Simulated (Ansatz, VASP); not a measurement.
Two plane-wave programs on BaTe

```xyz
2
Lattice="0.0000 3.6030 3.5127 3.6030 0.0000 3.5127 3.6030 3.6030 0.0000" Properties=species:S:1:pos:R:3 pbc="T T T"
Ba    0.0000    0.0000    0.0000
Te    3.6030    3.6030    3.5127
```

Change from the starting cell: epitaxial_xy strain +2.0%.

Alike in both runs: task single point; functional PBE; k mesh 6 × 6 × 6; occupations fermi-dirac, width 0.02 eV; no spin polarisation.

```csv
,VASP,Ansatz
version,VASP 6.6.1,Ansatz 0.2.0
potentials or method,"VASP PAW PBE potentials, release 64 (Ba_sv, Te)","plane waves, PAW"
plane-wave cutoff (eV),520,420
valence electrons in the cell,16,26
```

VASP gave:

| Property | Result |
| --- | --- |
| gap on the k mesh at the Fermi level (eV) | 1.61 |
| pressure (GPa) | -0.6 |
| traceless stress, the component that is largest in VASP (GPa) | 0.91 |

Task: Estimate Ansatz's values.

Result: gap on the k mesh at the Fermi level (eV): 1.68; pressure (GPa): -0.9; traceless stress, the component that is largest in VASP (GPa): 0.85.

VASP's potentials hold 16 valence electrons a cell and Ansatz's 26, so a difference there can come from the potentials and not from the codes.

Neither program's run includes spin-orbit coupling.
